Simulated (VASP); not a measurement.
Write the native input for VASP 6.6.1 that does the following.

```
Task                   : relaxation of cell and atoms
Functional             : revPBE
Potentials or basis    : VASP PAW PBE potentials, release 64 (Al)
Cutoff                 : 600 eV
k mesh                 : 13 × 13 × 13
Occupations            : fermi-dirac, width 0.1 eV
Spin                   : no spin polarisation
Dipole correction      : no
Further INCAR settings : ALGO = Normal; EDIFF = 1e-06; IBRION = 2; EDIFFG = -0.01; NSW = 80; ISIF = 3
```

The structure of Al lies in POSCAR:

```
Al
1.0
    0.0000000000      2.0247900000      2.0247900000
    2.0247900000      0.0000000000      2.0247900000
    2.0247900000      2.0247900000      0.0000000000
Al
1
Direct
    0.0000000000      0.0000000000      0.0000000000
```

One way to write it, as run:

INCAR

```
SYSTEM = Al
ALGO = Normal ; EDIFF = 1E-6
EDIFFG = -0.01 ; ENCUT = 600
GGA = RE ; IBRION = 2
ISIF = 3 ; ISMEAR = -1
LASPH = .TRUE. ; LCHARG = .FALSE.
LREAL = .FALSE. ; LWAVE = .FALSE.
NELM = 100 ; NSW = 80
PREC = Accurate ; SIGMA = 0.1
```

KPOINTS

```
k-points
0
G
  13 13 13
  0 0 0
```

Potentials or basis: VASP PAW PBE potentials, release 64 (Al).

Run with:

```sh
$ cat potpaw_PBE.64/Al/POTCAR > POTCAR
$ mpirun -np 1 vasp_std > vasp.out
```

It gave:

The relaxed volume is 16.70 Å³/atom, the relaxed cell is a = 2.869 Å, b = 2.869 Å, c = 2.869 Å, α = 60.00°, β = 60.00°, γ = 60.00° and the space group after relaxing (to 0.05 Å) is Fm-3m (No. 225). The energy gained by relaxing is 0.1 meV/atom and the ionic steps are 2. The pressure after relaxing is -0.1 GPa.

Caveat: the PAW data sets were made with another functional, which shifts forces and pressure a little.

It took 4.3 s on 1 thread of Intel(R) Xeon(R) Platinum 8375C CPU @ 2.90GHz (Ice Lake) (shared host), peak memory 0.13 GiB.
